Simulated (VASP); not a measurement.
# PbO (Pm-3m) in VASP: notebook

The runs below take PbO through single point, with PBEsol.

All numbers are computed with VASP 6.6.1; they aren't measurements. Logs are shortened: lines on timing, memory, paths and dates and some standing lists are left out, and cuts for length are marked.

## 1. The cell of the first run

The structure is cubic, space group Pm-3m (No. 221). Conventional cell: a = 3.262 Å, b = 3.262 Å, c = 3.262 Å, α = 90.00°, β = 90.00°, γ = 90.00°. Pb (site symmetry m-3m) has 8 O at 2.82 Å and 6 Pb at 3.26 Å within 3.7 Å. O (site symmetry m-3m) has 8 Pb at 2.82 Å and 6 O at 3.26 Å within 3.7 Å.

## 2. Single point, PBEsol (Se replaced by O, lengths x 0.878, strained)

INCAR

```
  ALGO = Normal
  EDIFF = 1E-7
  ENCUT = 520
  GGA = PS
  ISIF = 2
  ISMEAR = 0
  LASPH = T
  LCHARG = F
  LREAL = F
  LWAVE = F
  NBANDS = 17
  NELM = 80
  PREC = Accurate
  SIGMA = 0.1
```

KPOINTS

```
k-points
0
Gamma
  6 6 6
```

POSCAR

```
PbO
1.0
    3.2618256124      0.0000000000      0.0000000000
    0.0000000000      3.2618256124      0.0000000000
    0.0000000000      0.0000000000      3.2618256124
Pb O
1 1
Direct
    0.0000000000      0.0000000000      0.0000000000
    0.5000000000      0.5000000000      0.5000000000
```

Potentials or basis: VASP PAW PBE potentials, release 64 (Pb_d, O).

Launch:

```bash
$ cat potpaw_PBE.64/Pb_d/POTCAR potpaw_PBE.64/O/POTCAR > POTCAR
$ mpirun -np 1 vasp_std > vasp.out
```

OUTCAR:

```text
EDIFF = 1E-7
   ENCUT = 520
   GGA = PS
   ISIF = 2
   ISMEAR = 0
   LASPH = T
   LREAL = F
   NELM = 80
   PREC = Accurate

 ion  position               nearest neighbor table
   1  0.000  0.000  0.000-   2 2.82   2 2.82   2 2.82   2 2.82   2 2.82   2 2.82   2 2.82   2 2.82

   2  0.500  0.500  0.500-   1 2.82   1 2.82   1 2.82   1 2.82   1 2.82   1 2.82   1 2.82   1 2.82

  LATTYP: Found a simple cubic cell.
 ALAT       =     3.2618256124

  Lattice vectors:

 A1 = (   3.2618256124,   0.0000000000,   0.0000000000)
 A2 = (   0.0000000000,   3.2618256124,   0.0000000000)
 A3 = (   0.0000000000,   0.0000000000,   3.2618256124)

Analysis of symmetry for initial positions (statically):
=====================================================================
 Subroutine PRICEL returns:
 Original cell was already a primitive cell.

 Routine SETGRP: Setting up the symmetry group for a
 simple cubic supercell.

 Subroutine GETGRP returns: Found 48 space group operations
 (whereof 48 operations were pure point group operations)
 out of a pool of 48 trial point group operations.

The static configuration has the point symmetry O_h .

Analysis of symmetry for dynamics (positions and initial velocities):
=====================================================================
 Subroutine PRICEL returns:
 Original cell was already a primitive cell.

 Routine SETGRP: Setting up the symmetry group for a
 simple cubic supercell.

 Subroutine GETGRP returns: Found 48 space group operations
 (whereof 48 operations were pure point group operations)
 out of a pool of 48 trial point group operations.

The dynamic configuration has the point symmetry O_h .

 Subroutine INISYM returns: Found 48 space group operations
 (whereof 48 operations are pure point group operations),
 and found     1 'primitive' translations

----------------------------------------------------------------------------------------

                                     Primitive cell

  volume of cell :      34.7042

  direct lattice vectors                    reciprocal lattice vectors
     3.261825612  0.000000000  0.000000000     0.306576782  0.000000000  0.000000000
     0.000000000  3.261825612  0.000000000     0.000000000  0.306576782  0.000000000
     0.000000000  0.000000000  3.261825612     0.000000000  0.000000000  0.306576782

  length of vectors
     3.261825612  3.261825612  3.261825612     0.306576782  0.306576782  0.306576782

  position of ions in fractional coordinates (direct lattice)
     0.000000000  0.000000000  0.000000000
     0.500000000  0.500000000  0.500000000

  ion indices of the primitive-cell ions
   primitive index   ion index
                 1           1
                 2           2

----------------------------------------------------------------------------------------

 KPOINTS: k-points

Automatic generation of k-mesh.
 Grid dimensions read from file:
 generate k-points for:    6    6    6

 Generating k-lattice:

  Cartesian coordinates                     Fractional coordinates (reciprocal lattice)
     0.051096130  0.000000000  0.000000000     0.166666667  0.000000000  0.000000000
     0.000000000  0.051096130  0.000000000     0.000000000  0.166666667  0.000000000
     0.000000000  0.000000000  0.051096130     0.000000000  0.000000000  0.166666667

  Length of vectors
     0.051096130  0.051096130  0.051096130

  Shift w.r.t. Gamma in fractional coordinates (k-lattice)
     0.000000000  0.000000000  0.000000000

 Subroutine IBZKPT returns following result:
 ===========================================

 Found     20 irreducible k-points:

 Following reciprocal coordinates:
            Coordinates               Weight
  0.000000  0.000000  0.000000      1.000000
  0.166667  0.000000  0.000000      6.000000
  0.333333  0.000000  0.000000      6.000000
  0.500000  0.000000  0.000000      3.000000
  0.166667  0.166667  0.000000     12.000000
  0.333333  0.166667  0.000000     24.000000
[... 12 lines left out ...]
  0.500000  0.500000  0.333333      6.000000
  0.500000  0.500000  0.500000      1.000000
   k-points           NKPTS =     20   k-points in BZ     NKDIM =     20   number of bands    NBANDS=     17
   number of dos      NEDOS =    301   number of ions     NIONS =      2
   total plane-waves  NPLWV =  13824
   dimension x,y,z NGX =    24 NGY =   24 NGZ =   24
   dimension x,y,z NGXF=    48 NGYF=   48 NGZF=   48
   ions per type =               1   1
   NGX,Y,Z   is equivalent  to a cutoff of  12.23, 12.23, 12.23 a.u.
   NGXF,Y,Z  is equivalent  to a cutoff of  24.46, 24.46, 24.46 a.u.
 SYSTEM =  unknown system
   PREC   = accura    normal or accurate (medium, high low for compatibility)
   ISTART =      0    job   : 0-new  1-cont  2-samecut
   ICHARG =      2    charge: 1-file 2-atom 10-const
   ISPIN  =      1    spin polarized calculation?
   LNONCOLLINEAR =      F non collinear calculations
   LSORBIT =      F    spin-orbit coupling
   LASPH  =      T    aspherical Exc in radial PAW
   ENCUT  =  520.0 eV  38.22 Ry    6.18 a.u.   6.06  6.06  6.06*2*pi/ulx,y,z
   NELM   =     80;   NELMIN=  2; NELMDL= -5     # of ELM steps
   EDIFF  = 0.1E-06   stopping-criterion for ELM
   LREAL  =      F    real-space projection
   EDIFFG = 0.1E-05   stopping-criterion for IOM
   NSW    =      0    number of steps for IOM
   IBRION =     -1    ionic relax: 0-MD 1-quasi-New 2-CG
   NFREE  =      0    steps in history (QN), initial steepest desc. (CG)
   ISIF   =      2    stress and relaxation
   ISYM   =      2    0-nonsym 1-usesym 2-fastsym
   POTIM  = 0.5000    time-step for ionic-motion
   TEBEG  =    0.0;   TEEND  =   0.0 temperature during run
   PSTRESS=    0.0 pullay stress
   NELECT =      20.0000    total number of electrons
   NUPDOWN=      -1.0000    fix difference up-down
   EMIN   =  10.00;   EMAX   =-10.00  energy-range for DOS
   EFERMI =   0.00;   METHOD = LEGACY
   ISMEAR =     0;   SIGMA  =   0.10  broadening in eV -4-tet -1-fermi 0-gaus
   EFERMI_NEDOS =   21; number of points for ismear=-14 and -15
   IALGO  =     38    algorithm
   IMIX   =      4    mixing-type and parameters
     AMIX     =   0.40;   BMIX     =  1.00
     AMIX_MAG =   1.60;   BMIX_MAG =  1.00
  volume/ion in A,a.u.               =      17.35       117.10
  Fermi-wavevector in a.u.,A,eV,Ry     =   1.362356  2.574480 25.252619  1.856015
  Thomas-Fermi vector in A             =   2.488853
   LORBIT       =      0    0 simple, 1 ext, 2 COOP (PROOUT), +10 PAW based schemes
   GGA     = PS    functional components
   LHFCALC =     F    Hartree Fock is set to
   AEXX    =    0.0000 exact exchange contribution
   IVDW    =     0    specifies the selected vdW correction
   LEPSILON=     F    determine dielectric tensor
   LRPA    =     F    only Hartree local field effects (RPA)
 non-spin polarized calculation
 Gauss-broadening in eV      SIGMA  =   0.10
  energy-cutoff  :      520.00
  volume of cell :       34.70
 maximum number of plane-waves:       968
   NGX = 13   NGY = 13   NGZ = 13

 number of electron      19.9999993 magnetization

 Free energy of the ion-electron system (eV)
  ---------------------------------------------------
  ext. energy  EPLUGINS =         0.00000000
  ---------------------------------------------------
  free energy    TOTEN  =       -10.43856930 eV

  energy without entropy =      -10.43856154  energy(sigma->0) =      -10.43856542

 E-fermi :   6.0929     XC(G=0): -11.1445

 val. band max:        5.8165680790   @ k =   0.1667   0.1667   0.1667
 cond. band min:       6.3252127419   @ k =   0.5000   0.0000   0.0000
 fundamental gap:      0.5086446629
 Fermi energy:         6.0929237888

 k-point     1 :       0.0000    0.0000    0.0000
  band No.  band energies     occupation
      1     -10.6049      2.00000
      2     -10.5613      2.00000
      3     -10.5613      2.00000
      4      -9.9857      2.00000
      5      -9.9857      2.00000
      6      -9.9857      2.00000
[... 9 lines left out ...]
     16      22.0442      0.00000
     17      24.5027      0.00000

 k-point     2 :       0.1667    0.0000    0.0000
  band No.  band energies     occupation
      1     -10.5543      2.00000
      2     -10.4859      2.00000
      3     -10.4391      2.00000
      4     -10.0245      2.00000
      5     -10.0245      2.00000
      6      -9.9825      2.00000
[... 9 lines left out ...]
     16      22.4887      0.00000
     17      23.6749      0.00000

 k-point     3 :       0.3333    0.0000    0.0000
  band No.  band energies     occupation
      1     -10.5402      2.00000
      2     -10.2849      2.00000
      3     -10.1357      2.00000
      4     -10.1009      2.00000
      5     -10.1009      2.00000
      6      -9.9760      2.00000
[... 9 lines left out ...]
     16      20.1128      0.00000
     17      23.7093      0.00000

 k-point     4 :       0.5000    0.0000    0.0000
  band No.  band energies     occupation
      1     -10.5331      2.00000
      2     -10.1773      2.00000
      3     -10.1385      2.00000
      4     -10.1385      2.00000
      5      -9.9795      2.00000
      6      -9.9728      2.00000
[... 9 lines left out ...]
     16      21.9225      0.00000
     17      22.7038      0.00000

 k-point     5 :       0.1667    0.1667    0.0000
  band No.  band energies     occupation
      1     -10.5067      2.00000
      2     -10.4411      2.00000
      3     -10.4040      2.00000
      4     -10.0236      2.00000
      5     -10.0170      2.00000
      6      -9.9489      2.00000
[... 9 lines left out ...]
     16      21.1571      0.00000
     17      23.3601      0.00000

 k-point     6 :       0.3333    0.1667    0.0000
  band No.  band energies     occupation
      1     -10.4763      2.00000
      2     -10.4634      2.00000
      3     -10.2176      2.00000
      4     -10.0949      2.00000
      5     -10.0117      2.00000
      6      -9.7157      2.00000
[... 9 lines left out ...]
     16      22.0425      0.00000
     17      22.3062      0.00000

 k-point     7 :       0.5000    0.1667    0.0000
  band No.  band energies     occupation
      1     -10.4883      2.00000
      2     -10.4655      2.00000
      3     -10.1315      2.00000
      4     -10.1213      2.00000
      5     -10.0076      2.00000
      6      -9.5736      2.00000
[... 9 lines left out ...]
     16      21.2663      0.00000
     17      23.2460      0.00000

 k-point     8 :       0.3333    0.3333    0.0000
  band No.  band energies     occupation
      1     -10.6920      2.00000
      2     -10.3992      2.00000
      3     -10.0858      2.00000
      4     -10.0794      2.00000
      5     -10.0574      2.00000
      6      -9.3338      2.00000
[... 9 lines left out ...]
     16      22.1115      0.00000
     17      22.2728      0.00000
[... 123 lines left out ...]
      1     -10.6990      2.00000
      2     -10.2605      2.00000
      3     -10.1823      2.00000
      4     -10.1269      2.00000
      5      -9.9549      2.00000
      6      -9.1866      2.00000
[... 9 lines left out ...]
     16      20.5186      0.00000
     17      23.5804      0.00000

 k-point    16 :       0.5000    0.5000    0.1667
  band No.  band energies     occupation
      1     -10.7705      2.00000
      2     -10.2292      2.00000
      3     -10.1652      2.00000
      4     -10.1652      2.00000
      5      -9.8625      2.00000
      6      -9.0864      2.00000
[... 9 lines left out ...]
     16      19.8438      0.00000
     17      25.0467      0.00000

 k-point    17 :       0.3333    0.3333    0.3333
  band No.  band energies     occupation
      1     -10.5614      2.00000
      2     -10.2292      2.00000
      3     -10.2292      2.00000
      4     -10.0438      2.00000
      5     -10.0438      2.00000
      6      -9.2649      2.00000
[... 9 lines left out ...]
     16      18.6956      0.00000
     17      26.0668      0.00000

 k-point    18 :       0.5000    0.3333    0.3333
  band No.  band energies     occupation
      1     -10.5514      2.00000
      2     -10.2766      2.00000
      3     -10.2243      2.00000
      4     -10.0403      2.00000
      5      -9.9252      2.00000
      6      -9.2592      2.00000
[... 9 lines left out ...]
     16      19.2615      0.00000
     17      25.6486      0.00000

 k-point    19 :       0.5000    0.5000    0.3333
  band No.  band energies     occupation
      1     -10.5084      2.00000
      2     -10.2714      2.00000
      3     -10.2714      2.00000
      4      -9.9815      2.00000
      5      -9.8581      2.00000
      6      -9.3163      2.00000
[... 9 lines left out ...]
     16      18.9412      0.00000
     17      25.0582      0.00000

 k-point    20 :       0.5000    0.5000    0.5000
  band No.  band energies     occupation
      1     -10.3231      2.00000
      2     -10.3231      2.00000
      3     -10.3231      2.00000
      4      -9.8560      2.00000
      5      -9.8560      2.00000
      6      -9.4860      2.00000
[... 9 lines left out ...]
     16      18.7274      0.00000
     17      24.1945      0.00000

------------------------ aborting loop because EDIFF is reached ----------------------------------------

  FORCE on cell =-STRESS in cart. coord.  units (eV):
  Direction    XX          YY          ZZ          XY          YZ          ZX
  --------------------------------------------------------------------------------------
  -------------------------------------------------------------------------------------
  Total       -1.8242636     -1.8242636     -1.8242636      0.0000000     -0.0000000      0.0000000
  in kB      -84.2201413    -84.2201413    -84.2201413      0.0000000     -0.0000000      0.0000000
  external PRESSURE =     -84.2201413 kB  Pullay stress =       0.0000000 kB

 VOLUME and BASIS-vectors are now :
 -----------------------------------------------------------------------------
  energy-cutoff  :      520.00
  volume of cell :       34.70
      direct lattice vectors                 reciprocal lattice vectors
     3.261825612  0.000000000  0.000000000     0.306576782  0.000000000  0.000000000
     0.000000000  3.261825612  0.000000000     0.000000000  0.306576782  0.000000000
     0.000000000  0.000000000  3.261825612     0.000000000  0.000000000  0.306576782

 POSITION                                       TOTAL-FORCE (eV/Angst)
 -----------------------------------------------------------------------------------
      0.00000      0.00000      0.00000         0.000000      0.000000      0.000000
      1.63091      1.63091      1.63091         0.000000      0.000000      0.000000
 -----------------------------------------------------------------------------------
    total drift:                                0.000000      0.000000     -0.000000

  FREE ENERGIE OF THE ION-ELECTRON SYSTEM (eV)
  ---------------------------------------------------
  free  energy   TOTEN  =       -10.4385692962 eV

  energy  without entropy=      -10.4385615450  energy(sigma->0) =      -10.43856542
```

Wall time 16 s (1 thread of AMD EPYC 7R13, shared host); peak memory 0.11 GiB.

Results:

- Free energy: -10.4386 eV
- Pressure: -8.4 GPa
- Band gap on the k mesh: 0.51 eV (least direct gap 0.70 eV)

Caveat: the cell differs from its parent crystal (Se replaced by O, lengths x 0.878, strained); the cell stands under tension; the PAW data sets were made with another functional, which shifts forces and pressure a little; spin-orbit coupling is left out, which moves the levels of the heavy elements. A k mesh can miss the band edges.

## 3. Single point, PBEsol (Se replaced by O, lengths x 0.878, strained)

INCAR

```
SYSTEM = PbO
ALGO = Normal
EDIFF = 1E-7
ENCUT = 520
GGA = PS
ISIF = 2
ISMEAR = 0
LASPH = .TRUE.
LCHARG = .TRUE.
LELF = .TRUE.
LREAL = .FALSE.
LVHAR = .TRUE.
LWAVE = .FALSE.
NBANDS = 17
NELM = 80
PREC = Accurate
SIGMA = 0.02
```

KPOINTS

```
k-points
0
G
  12 12 12
  0 0 0
```

POSCAR is that of step 2.

Potentials or basis: VASP PAW PBE potentials, release 64 (Pb_d, O).

Launch:

```bash
$ cat potpaw_PBE.64/Pb_d/POTCAR potpaw_PBE.64/O/POTCAR > POTCAR
$ mpirun -np 1 vasp_std > vasp.out
```

Wall time 64 s (1 thread of AMD EPYC 7R13, shared host); peak memory 0.14 GiB.

The run converged. Its results:

```yaml
Free_energy: -10.4361 eV
Pressure: -8.3 GPa
Band_gap_on_the_k_mesh: 0.16 eV (least direct gap 0.21 eV)
```

Levels at points of the mesh, in eV from the valence-band top:
| k point | band 8 | band 9 | band 10 | band 11 | band 12 | band 13 |
| --- | --- | --- | --- | --- | --- | --- |
| (0.00, 0.00, 0.00) | -1.61 | -1.61 | -1.61 | 7.95 | 7.95 | 7.95 |
| (0.50, 0.00, 0.00) | -0.88 | -0.88 | -0.55 | 0.16 | 7.30 | 7.30 |
| (0.50, 0.50, 0.00) | -4.23 | -4.23 | -0.85 | 3.66 | 3.66 | 9.28 |
| (0.50, 0.50, 0.50) | -2.06 | -2.06 | -2.06 | 0.68 | 0.68 | 0.68 |

Caveat: the cell differs from its parent crystal (Se replaced by O, lengths x 0.878, strained); the cell stands under tension; the PAW data sets were made with another functional, which shifts forces and pressure a little; spin-orbit coupling is left out, which moves the levels of the heavy elements.
